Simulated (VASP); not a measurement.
Wanted: the native input for a VASP 6.6.1 run.

```
Task                   : single point
Functional             : PBE
Potentials or basis    : VASP PAW PBE potentials, release 64 (In_d, P)
Cutoff                 : 500 eV
k mesh                 : 4 × 4 × 4
Occupations            : gaussian, width 0.01 eV
Spin                   : no spin polarisation
Dipole correction      : no
Further INCAR settings : ALGO = Normal; EDIFF = 1e-06; NBANDS = 16
```

The structure of InP lies in POSCAR:

```
InP
1.0
    0.0000000000      2.8651740175      3.0473552276
    2.8651740175      0.0000000000      3.0473552276
    2.8651740175      2.8651740175      0.0000000000
In P
1 1
Direct
    0.0000000000      0.0000000000      0.0000000000
    0.2500000000      0.2500000000      0.2500000000
```

This cell differs from its parent crystal: epitaxial xy strain -3.0%.

These files were run (other wordings do the same):

INCAR

```
SYSTEM = InP
PREC     = Accurate       ! precision mode
ENCUT    = 500            ! plane-wave cutoff, eV
EDIFF    = 1E-6           ! SCF threshold, eV
ISMEAR   = 0              ! smearing method
SIGMA    = 0.01           ! smearing width, eV
LREAL    = .FALSE.        ! projectors in reciprocal space
LASPH    = .TRUE.         ! aspherical terms in the spheres
NELM     = 120            ! most SCF steps
ALGO     = Normal         ! electronic algorithm
ISIF     = 2              ! what is computed and relaxed
LWAVE    = .FALSE.        ! write WAVECAR
LCHARG   = .FALSE.        ! write CHGCAR
GGA      = PE             ! functional
NBANDS   = 16             ! bands
GGA_COMPAT= .FALSE.
```

KPOINTS

```
Automatic mesh
0
G
  4 4 4
  0 0 0
```

Potentials or basis: VASP PAW PBE potentials, release 64 (In_d, P).

The run is started by

```bash
$ cat potpaw_PBE.64/In_d/POTCAR potpaw_PBE.64/P/POTCAR > POTCAR
$ mpirun -np 1 vasp_std > vasp.out
```

It gave:

```yaml
Pressure: 3.8 GPa
Band_gap_on_the_k_mesh: 0.60 eV, direct
```

Caveat: the k points lie up to 0.47 Å⁻¹ apart; the cell differs from its parent crystal (epitaxial xy strain -3.0%); spin-orbit coupling is left out, which moves the levels of the heavy elements.

Wall time 25 s on 1 thread of AMD EPYC 7R13 Processor (Zen 3), with other jobs on the host, peak memory 0.14 GiB.
